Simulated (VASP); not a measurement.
Wanted: the native input for a VASP 6.6.1 run.

```yaml
Task: single point
Functional: PBE
Dispersion: D3(BJ)
Potentials_or_basis: VASP PAW PBE potentials, release 64 (W_sv, Se)
Cutoff: 520 eV
k_mesh: 9 × 9 × 2
Occupations: gaussian, width 0.02 eV
Spin: no spin polarisation
Dipole_correction: no
Further_INCAR_settings: ALGO = Normal; EDIFF = 1e-06; NBANDS = 35
```

The structure of WSe2 lies in POSCAR:

```
WSe2
1.0
    3.2790158322      0.0000000000      0.0000000000
   -1.6395079161      2.8397110101      0.0000000000
    0.0000000000      0.0000000000     12.7885063275
W Se
2 4
Direct
    0.3333333333      0.6666666667      0.2500000000
    0.6666666667      0.3333333333      0.7500000000
    0.3333333333      0.6666666667      0.6182884708
    0.6666666667      0.3333333333      0.1182884708
    0.3333333333      0.6666666667      0.8817115292
    0.6666666667      0.3333333333      0.3817115292
```

One way to write it, as run:

INCAR

```
ALGO     = Normal         # electronic algorithm
EDIFF    = 1E-6           # SCF threshold, eV
ENCUT    = 520            # plane-wave cutoff, eV
GGA      = PE             # functional
ISIF     = 2              # what is computed and relaxed
ISMEAR   = 0              # smearing method
IVDW     = 12             # dispersion correction
LASPH    = T              # aspherical terms in the spheres
LCHARG   = F              # write CHGCAR
LREAL    = F              # projectors in reciprocal space
LWAVE    = F              # write WAVECAR
NBANDS   = 35             # bands
NELM     = 80             # most SCF steps
PREC     = Accurate       # precision mode
SIGMA    = 0.02           # smearing width, eV
```

KPOINTS

```
k-points
0
Gamma
  9 9 2
```

Potentials or basis: VASP PAW PBE potentials, release 64 (W_sv, Se).

Command:

```console
$ cat potpaw_PBE.64/W_sv/POTCAR potpaw_PBE.64/Se/POTCAR > POTCAR
$ mpirun -np 1 vasp_std > vasp.out
```

It gave:

| Item | Value |
| --- | --- |
| Pressure | 0.3 GPa |
| Largest force | 0.047 eV/Å |
| Band gap on the k mesh | 0.99 eV, indirect (least direct gap 1.56 eV) |
| Dispersion energy per atom | -0.475 eV |

Caveat: spin-orbit coupling is left out, which moves the levels of the heavy elements.

Run time: 95 s on 1 thread of AMD EPYC 7R43 64-Core Processor (Zen 3), on a shared host, peak memory 0.23 GiB.
